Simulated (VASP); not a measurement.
A run of VASP 6.6.1 is set up as follows.

Contents of POSCAR:

```
Si
1.0
    0.0000000000      2.7155000000      2.7155000000
    2.7155000000      0.0000000000      2.7155000000
    2.7155000000      2.7155000000      0.0000000000
Si
2
Direct
    0.0000000000      0.0000000000      0.0000000000
    0.2500000000      0.2500000000      0.2500000000
```

INCAR.step1

```
  PREC = Accurate
  ENCUT = 600
  ISMEAR = 0
  SIGMA = 0.01
  LREAL = F
  LASPH = T
  NELM = 60
  GGA = PE
  ALGO = Normal
  EDIFF = 1E-4
  LWAVE = T
  LCHARG = F
```

Contents of INCAR.step2:

```
  PREC = Accurate
  ENCUT = 600
  EDIFF = 1E-6
  ISMEAR = 0
  SIGMA = 0.01
  LREAL = F
  LASPH = T
  NELM = 60
  ALGO = Normal
  ISIF = 3
  LWAVE = F
  LCHARG = F
  METAGGA = R2SCAN
  LMIXTAU = T
  IBRION = 2
  NSW = 80
  EDIFFG = -0.002
  ISTART = 1
```

KPOINTS

```
Automatic mesh
0
Gamma
  10 10 10
```

Potentials or basis: VASP PAW PBE potentials, release 64 (Si).

Command:

```bash
$ cat potpaw_PBE.64/Si/POTCAR > POTCAR
$ cp INCAR.step1 INCAR
$ mpirun -np 1 vasp_std > vasp.out
$ cp INCAR.step2 INCAR
$ mpirun -np 1 vasp_std > vasp.out
```

Task: What does it give for the space group after relaxing (to 0.1 Å)?

Result: Fd-3m (No. 227).

Task: Estimate the band gap on the k mesh.

Result: 0.79 eV (least direct gap 2.76 eV).

Task: What does it give for the relaxed volume?

Result: 20.12 Å³/atom.

Task: Estimate the relaxed cell.

Result: a = 3.846 Å, b = 3.846 Å, c = 3.846 Å, α = 60.00°, β = 60.00°, γ = 60.00°.

The path:
```
step  energy change (eV)  largest force (eV/Å)  pressure (GPa)  volume (Å³)
   1              0.0000                0.0000            0.48        40.05
   2             -0.0001                0.0000           -0.36        40.40
   3             -0.0003                0.0000            0.00        40.24
```

Caveat: semilocal functionals underestimate gaps, and a narrow one can read as zero; the PAW data sets were made with another functional, which shifts forces and pressure a little. A k mesh can miss the band edges.
